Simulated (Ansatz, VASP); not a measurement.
## LiH: VASP beside Ansatz

File INCAR:

```
PREC = Accurate
ENCUT = 520
EDIFF = 1E-7
ISMEAR = 0
SIGMA = 0.05
LREAL = F
LASPH = T
NELM = 80
ALGO = Normal
ISIF = 2
LWAVE = F
LCHARG = F
GGA = CA
NBANDS = 9
```

File KPOINTS:

```
Automatic mesh
0
Gamma
  10 10 10
```

Contents of POSCAR:

```
LiH
1.0
    0.0000000000      2.1138000000      1.8699000000
    2.1138000000      0.0000000000      1.8699000000
    2.1138000000      2.1138000000      0.0000000000
Li H
1 1
Direct
    0.0000000000      0.0000000000      0.0000000000
    0.5000000000      0.5000000000      0.5000000000
```

Input for Ansatz:

```yaml
crystal:
  lattice:
    - [0.0, 2.1138, 1.8699]
    - [2.1138, 0.0, 1.8699]
    - [2.1138, 2.1138, 0.0]
  atoms:
    - { symbol: Li, position: [0.0, 0.0, 0.0] }
    - { symbol: H, position: [0.5, 0.5, 0.5] }
basis:
  ecutwfc: 420
kpoints:
  mp_grid: { grid: [10, 10, 10] }
hamiltonian:
  xc: lda
scf:
  occupations: { method: gaussian, width: 0.05 }
output:
  forces: true
  stress: true
  eigenvalues: true
```

Change from the starting cell: strain +0.040 along x and y, -0.080 along z, atoms carried along.

Alike in both runs: task single point; functional LDA; k mesh 10 × 10 × 10; occupations gaussian, width 0.05 eV; no spin polarisation.

```csv
,VASP,Ansatz
version,VASP 6.6.1,Ansatz 0.2.0
potentials or method,"VASP PAW LDA potentials, release 64 (Li_sv, H), cutoff 520 eV","scalar-relativistic, plane waves, PAW"
valence electrons in the cell,4,4
```

|  | VASP | Ansatz | Ansatz less VASP |
| --- | --- | --- | --- |
| gap on the k mesh at the Fermi level (eV) | 1.56 | 1.57 | +0.006 |
| least direct gap on the mesh (eV) | 2.44 | 2.45 | +0.009 |

LDA's correlation is that of Perdew and Zunger in VASP and of Perdew and Wang (1992) in Ansatz.

Noted on VASP's run: the cutoff is short for stress, so the pressure is rough.
